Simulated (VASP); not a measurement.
# CoC (rocksalt type) (Fm-3m) in VASP: notebook, part 2 of 2

VASP 6.6.1.

**4. Single point, PBE, collinear spin, ferromagnetic start**

This run uses another cell than the first one, of 8.02 Å³/atom.

INCAR reads:

```
PREC = Accurate
ENCUT = 520
EDIFF = 1E-6
ISMEAR = -1
SIGMA = 0.05
LREAL = False
LASPH = True
NELM = 150
ALGO = Normal
ISIF = 2
LWAVE = False
LCHARG = False
ISPIN = 2
MAGMOM = 1.7 0
LORBIT = 11
LMAXMIX = 4
GGA = PE
NBANDS = 18
```

KPOINTS reads:

```
regular mesh
0
Gamma
  17 17 17
```

POSCAR reads:

```
CoC
1.0
    0.0000000000      2.0017332873      2.0017332873
    2.0017332873      0.0000000000      2.0017332873
    2.0017332873      2.0017332873      0.0000000000
Co C
1 1
Direct
    0.0000000000      0.0000000000      0.0000000000
    0.5000000000      0.5000000000      0.5000000000
```

Potentials or basis: VASP PAW PBE potentials, release 64 (Co, C).

On the command line:

```console
cat potpaw_PBE.64/Co/POTCAR potpaw_PBE.64/C/POTCAR > POTCAR
mpirun -np 1 vasp_std > vasp.out
```

OUTCAR:

```text
PREC = Accurate
   ENCUT = 520
   EDIFF = 1E-6
   ISMEAR = -1
   LREAL = False
   LASPH = True
   NELM = 150
   ISIF = 2
   ISPIN = 2
   LORBIT = 11
   GGA = PE

 ion  position               nearest neighbor table
   1  0.000  0.000  0.000-   2 2.00   2 2.00   2 2.00   2 2.00   2 2.00   2 2.00
   2  0.500  0.500  0.500-   1 2.00   1 2.00   1 2.00   1 2.00   1 2.00   1 2.00

  LATTYP: Found a face centered cubic cell.
 ALAT       =     4.0034665746

  Lattice vectors:

 A1 = (   0.0000000000,   2.0017332873,   2.0017332873)
 A2 = (   2.0017332873,   0.0000000000,   2.0017332873)
 A3 = (   2.0017332873,   2.0017332873,   0.0000000000)

Analysis of symmetry for initial positions (statically):
=====================================================================
 Subroutine PRICEL returns:
 Original cell was already a primitive cell.

 Routine SETGRP: Setting up the symmetry group for a
 face centered cubic supercell.

 Subroutine GETGRP returns: Found 48 space group operations
 (whereof 48 operations were pure point group operations)
 out of a pool of 48 trial point group operations.

The static configuration has the point symmetry O_h .

Analysis of symmetry for dynamics (positions and initial velocities):
=====================================================================
 Subroutine PRICEL returns:
 Original cell was already a primitive cell.

 Routine SETGRP: Setting up the symmetry group for a
 face centered cubic supercell.

 Subroutine GETGRP returns: Found 48 space group operations
 (whereof 48 operations were pure point group operations)
 out of a pool of 48 trial point group operations.

The dynamic configuration has the point symmetry O_h .

Analysis of structural, dynamic, and magnetic symmetry:
=====================================================================
 Subroutine PRICEL returns:
 Original cell was already a primitive cell.

[... 149 lines left out ...]
  ext. energy  EPLUGINS =         0.00000000
  ---------------------------------------------------
  free energy    TOTEN  =       -14.67154945 eV

  energy without entropy =      -14.65462827  energy(sigma->0) =      -14.66308886

 E-fermi :  10.8392     XC(G=0): -13.6549

 val. band max:       10.8346347085   @ k =  -0.2941   0.3529   0.0588
 cond. band min:      10.8402529366   @ k =  -0.2941   0.3529   0.1176
 fundamental gap:      0.0056182282
 Fermi energy:        10.8392100306

 spin component 1

 k-point     1 :       0.0000    0.0000    0.0000
  band No.  band energies     occupation
      1      -4.6757      1.00000
      2       8.2421      1.00000
      3       8.2421      1.00000
      4       8.2421      1.00000
      5       8.7279      1.00000
      6       8.7280      1.00000
[... 493 lines left out ...]
     17      38.4578      0.00000
     18      41.0662      0.00000

 [... further k-points ...]

 spin component 2

 k-point     1 :       0.0000    0.0000    0.0000
  band No.  band energies     occupation
      1      -4.6438      1.00000
      2       8.4221      1.00000
      3       8.4221      1.00000
      4       8.4221      1.00000
      5       8.8263      1.00000
      6       8.8263      1.00000
[... 493 lines left out ...]
     17      38.5238      0.00000
     18      41.1204      0.00000

 [... further k-points ...]

------------------------ aborting loop because EDIFF is reached ----------------------------------------

  FORCE on cell =-STRESS in cart. coord.  units (eV):
  Direction    XX          YY          ZZ          XY          YZ          ZX
  --------------------------------------------------------------------------------------
  -------------------------------------------------------------------------------------
  Total       -0.0019510     -0.0019510     -0.0019510     -0.0000000      0.0000000     -0.0000000
  in kB       -0.1948590     -0.1948590     -0.1948590     -0.0000000      0.0000000     -0.0000000
  external PRESSURE =      -0.1948590 kB  Pullay stress =       0.0000000 kB

 VOLUME and BASIS-vectors are now :
 -----------------------------------------------------------------------------
  energy-cutoff  :      520.00
  volume of cell :       16.04
      direct lattice vectors                 reciprocal lattice vectors
     0.000000000  2.001733287  2.001733287    -0.249783527  0.249783527  0.249783527
     2.001733287  0.000000000  2.001733287     0.249783527 -0.249783527  0.249783527
     2.001733287  2.001733287  0.000000000     0.249783527  0.249783527 -0.249783527

 POSITION                                       TOTAL-FORCE (eV/Angst)
 -----------------------------------------------------------------------------------
      0.00000      0.00000      0.00000        -0.000000     -0.000000     -0.000000
      2.00173      2.00173      2.00173         0.000000      0.000000      0.000000
 -----------------------------------------------------------------------------------
    total drift:                                0.000000     -0.000000     -0.000000

  FREE ENERGIE OF THE ION-ELECTRON SYSTEM (eV)
  ---------------------------------------------------
  free  energy   TOTEN  =       -14.6715494480 eV

  energy  without entropy=      -14.6546282730  energy(sigma->0) =      -14.66308886

 total charge

# of ion       s       p       d       tot
------------------------------------------
    1        0.447   0.678   7.493   8.618
    2        0.886   1.445   0.000   2.330
--------------------------------------------------
tot          1.333   2.122   7.493  10.948

 magnetization (x)

# of ion       s       p       d       tot
------------------------------------------
    1        0.010   0.003   0.150   0.164
    2        0.001   0.015   0.000   0.016
--------------------------------------------------
tot          0.011   0.018   0.150   0.180
```

Run time: 3 min. Hardware: 1 thread of Intel Xeon 8259CL, shared host; peak memory 0.21 GiB.

Results:

| Item | Value |
| --- | --- |
| Free energy | -14.6715 eV |
| Pressure | 0.0 GPa |
| Net moment | 0.19 μB per cell |
| Site moments | Co +0.16; C +0.02 μB |
| Valence electrons inside the program's atomic spheres | Co 8.62; C 2.33 |
